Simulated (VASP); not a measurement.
# HfO2: single point with r2SCAN

Crystal: HfO2.

```
Hf O
1.0
     0.00000    2.60506    2.50518
     2.60506    0.00000    2.50518
     2.60506    2.60506    0.00000
Hf O
1 2
Direct
  0.00000 0.00000 0.00000
  0.25000 0.25000 0.25000
  0.75000 0.75000 0.75000
```

This cell differs from its parent crystal: epitaxial xy strain +3.0%.

* Program: VASP 6.6.1
* Task: single point
* Functional: r2SCAN
* Potentials or basis: VASP PAW PBE potentials, release 64 (Hf_pv, O)
* Cutoff: 520 eV
* k mesh: 8 × 8 × 8
* Occupations: gaussian, width 0.01 eV
* Spin: no spin polarisation
* Dipole correction: no
* Further INCAR settings: ALGO = Normal; EDIFF = 1e-06; NBANDS = 18

The pressure is -15.4 GPa and the band gap on the k mesh is 3.80 eV, indirect (least direct gap 3.85 eV).

Stress tensor (GPa, compression positive):
```
-21.54   0.00   0.00
  0.00 -21.54   0.00
  0.00   0.00  -3.27
```

Levels at points of the mesh, in eV from the valence-band top:
| k point | band 8 | band 9 | band 10 | band 11 | band 12 | band 13 | band 14 | band 15 |
| --- | --- | --- | --- | --- | --- | --- | --- | --- |
| (0.00, 0.00, 0.00) | -5.44 | -1.08 | -1.08 | -0.55 | 3.80 | 4.08 | 5.91 | 10.12 |
| (0.50, 0.00, 0.00) | -3.28 | -3.00 | -2.16 | -2.09 | 4.55 | 4.71 | 6.75 | 9.14 |
| (0.50, 0.50, 0.00) | -3.80 | -1.88 | -1.88 | 0.00 | 3.85 | 5.48 | 6.83 | 8.12 |
| (0.50, 0.00, 0.50) | -3.64 | -2.05 | -1.36 | -0.42 | 3.82 | 5.51 | 6.28 | 7.75 |

Wall time 100 s on 1 thread of Intel(R) Xeon(R) Platinum 8375C CPU @ 2.90GHz (Ice Lake), with other jobs on the host, peak memory 0.19 GiB.

Caveat: the cell differs from its parent crystal (epitaxial xy strain +3.0%); the PAW data sets were made with another functional, which shifts forces and pressure a little; spin-orbit coupling is left out, which moves the levels of the heavy elements. A k mesh can miss the band edges.
